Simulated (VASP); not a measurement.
A run of VASP 6.6.1 is set up as follows.

File INCAR:

```
SYSTEM = AlP
ALGO = Normal ; EDIFF = 1E-6
ENCUT = 500 ; GGA = PE
GGA_COMPAT = .FALSE. ; ISIF = 2
ISMEAR = 0 ; LASPH = .TRUE.
LCHARG = .FALSE. ; LREAL = .FALSE.
LWAVE = .FALSE. ; NBANDS = 11
NELM = 120 ; PREC = Accurate
SIGMA = 0.02
```

The input KPOINTS:

```
k-points
0
G
  8 8 8
  0 0 0
```

File POSCAR:

```
AlP
1.0
    0.0000000000      2.7535005407      2.7535005407
    2.7535005407      0.0000000000      2.7535005407
    2.7535005407      2.7535005407      0.0000000000
Al P
1 1
Direct
    0.0000000000      0.0000000000      0.0000000000
    0.2500000000      0.2500000000      0.2500000000
```

Potentials or basis: VASP PAW PBE potentials, release 64 (Al, P).

Run with:

```console
$ cat potpaw_PBE.64/Al/POTCAR potpaw_PBE.64/P/POTCAR > POTCAR
$ mpirun -np 1 vasp_std > vasp.out
```

**Question.** Estimate the band gap on the k mesh.

**Answer.** 1.63 eV, indirect (least direct gap 3.09 eV).

**Question.** Estimate the pressure.

**Answer.** -0.1 GPa.

A k mesh can miss the band edges. As with any semilocal functional, this PBE gap is likely too small.
